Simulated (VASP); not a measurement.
The system is InSe5.

```
CELL_PARAMETERS angstrom
4.69034 0.00000 0.00000
0.00000 4.69034 0.00000
0.00000 0.00000 8.12600
ATOMIC_POSITIONS crystal
In 0.50000 0.50000 0.00000
Se 0.00000 0.50000 0.50000
Se 0.50000 0.00000 0.50000
Se 0.50000 0.50000 0.34609
Se 0.50000 0.50000 0.65391
Se 0.00000 0.00000 0.00000
```

The cell was built from a structure type or drawn by symmetry, and may not be a known phase.

```yaml
Program: VASP 6.6.1
Task: relaxation of cell and atoms
Functional: PBE
Potentials_or_basis: VASP PAW PBE potentials, release 64 (In_d, Se)
Cutoff: 600 eV
k_mesh: 4 × 4 × 2
Occupations: gaussian, width 0.1 eV
Spin: no spin polarisation
```

At the start: pressure 1.4 GPa; volume 29.79 Å³/atom.

Question: Where does the relaxation end?

Answer: Over 14 steps the energy falls by 202.9 meV/atom and the volume is 28.14 Å³/atom (-5.6 %); space group P4/mmm (No. 123, to 0.1 Å) before and after.

The path:
| step | energy change (eV) | largest force (eV/Å) | pressure (GPa) | volume (Å³) |
| --- | --- | --- | --- | --- |
| 1 | 0.0000 | 1.8704 | 1.37 | 178.77 |
| 2 | -0.4729 | 0.8261 | -1.87 | 185.23 |
| 3 | -0.6003 | 0.0751 | -3.60 | 190.30 |
| 4 | -0.9808 | 0.0075 | -2.20 | 178.87 |
| 5 | -0.8929 | 0.3604 | 5.32 | 150.75 |
| 6 | -1.1988 | 0.0788 | 0.07 | 166.67 |
| 7 | -1.2028 | 0.0645 | 0.55 | 164.66 |
| 8 | -1.2028 | 0.0695 | 0.43 | 165.17 |
| 9 | -1.2107 | 0.1212 | 0.11 | 166.23 |
| 10 | -1.2124 | 0.1642 | -0.12 | 167.10 |
| 11 | -1.2147 | 0.1001 | 0.09 | 166.84 |
| 12 | -1.2152 | 0.0593 | 0.22 | 166.68 |
| 13 | -1.2169 | 0.0451 | 0.05 | 167.73 |
| 14 | -1.2174 | 0.0318 | -0.11 | 168.81 |

Final structure:
```yaml
crystal:
  lattice:
    - [4.18179, 0.00000, 0.00000]
    - [0.00000, 4.18179, 0.00000]
    - [0.00000, 0.00000, 9.65327]
  atoms:
    - { symbol: In, position: [0.50000, 0.50000, 0.00000] }
    - { symbol: Se, position: [0.00000, 0.50000, 0.50000] }
    - { symbol: Se, position: [0.50000, 0.00000, 0.50000] }
    - { symbol: Se, position: [0.50000, 0.50000, 0.31626] }
    - { symbol: Se, position: [0.50000, 0.50000, 0.68374] }
    - { symbol: Se, position: [0.00000, 0.00000, 0.00000] }
```

Caveat: the k points lie up to 0.38 Å⁻¹ apart in the final cell, too coarse for converged energies and pressures of a metal; a cell axis changed by over 15 % at a fixed basis, so the end point is rough.
